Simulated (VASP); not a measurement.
Input of a VASP 6.6.1 run:

INCAR

```
PREC = Accurate
ENCUT = 520
EDIFF = 1E-6
ISMEAR = -1
SIGMA = 0.1
LREAL = False
LASPH = True
NELM = 80
ALGO = Normal
ISIF = 2
LWAVE = False
LCHARG = False
GGA = PS
IVDW = 12
NBANDS = 16
```

The input KPOINTS:

```
regular mesh
0
Gamma
  12 12 4
```

Contents of POSCAR:

```
C
1.0
    2.4578196797      0.0007785738      0.0000000000
   -1.2282530388      2.1289134921      0.0000000000
    0.0000000000      0.0000000000      6.6316042012
C
4
Direct
    0.0833085236      0.9166914764      0.7500075137
    0.5833085236      0.4166914764      0.2499924863
    0.9166914764      0.0833085236      0.2499924863
    0.4166914764      0.5833085236      0.7500075137
```

Potentials or basis: VASP PAW PBE potentials, release 64 (C).

The run is started by

```console
$ cat potpaw_PBE.64/C/POTCAR > POTCAR
$ mpirun -np 1 vasp_std > vasp.out
```

Task: What does it give for the dispersion energy per atom?

Result: -0.112 eV.

Task: Estimate the band gap on the k mesh.

Result: Zero (filled and empty bands touch).

Task: Estimate the pressure.

Result: 0.7 GPa.

Stress tensor (GPa, compression positive):
```
 1.06  0.00  0.00
 0.00  1.06  0.00
 0.00  0.00 -0.09
```

Caveat: the PAW data sets were made with another functional, which shifts forces and pressure a little.
